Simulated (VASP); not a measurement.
Set up this calculation in VASP 6.6.1, as the native input.

```
Task                   : single point
Functional             : PBE
Potentials or basis    : VASP PAW PBE potentials, release 64 (Hf_pv)
Cutoff                 : 520 eV
k mesh                 : 7 × 7 × 4
Occupations            : gaussian, width 0.05 eV
Spin                   : no spin polarisation
Dipole correction      : no
Further INCAR settings : ALGO = Normal; EDIFF = 1e-07; NBANDS = 17
```

The structure of Hf lies in POSCAR:

```
Hf
1.0
    3.1967000000      0.0000000000      0.0000000000
   -1.5983500000      2.7684234083      0.0000000000
    0.0000000000      0.0000000000      5.0578000000
Hf
2
Direct
    0.6707990000      0.3463000000      0.7545060000
    0.3256540000      0.6728700000      0.2466750000
```

One way to write it, as run:

INCAR

```
SYSTEM = Hf
PREC = Accurate
ENCUT = 520
EDIFF = 1E-7
ISMEAR = 0
SIGMA = 0.05
LREAL = .False.
LASPH = .True.
NELM = 100
ALGO = Normal
ISIF = 2
LWAVE = .False.
LCHARG = .False.
GGA = PE
NBANDS = 17
```

KPOINTS

```
Automatic mesh
0
Gamma
  7 7 4
  0 0 0
```

Potentials or basis: VASP PAW PBE potentials, release 64 (Hf_pv).

The run is started by

```console
$ cat potpaw_PBE.64/Hf_pv/POTCAR > POTCAR
$ mpirun -np 1 vasp_std > vasp.out
```

It gave:

| Item | Value |
| --- | --- |
| Pressure | 0.6 GPa |
| Largest force | 0.136 eV/Å |
| Band gap on the k mesh | zero (band 10 reaches 6.07 eV, above the bottom of band 11 at 4.64 eV) |

Caveat: spin-orbit coupling is left out, which moves the levels of the heavy elements.

It took 39 s on 1 thread of Intel(R) Xeon(R) Platinum 8488C (Sapphire Rapids), with other jobs on the host, peak memory 0.2 GiB.
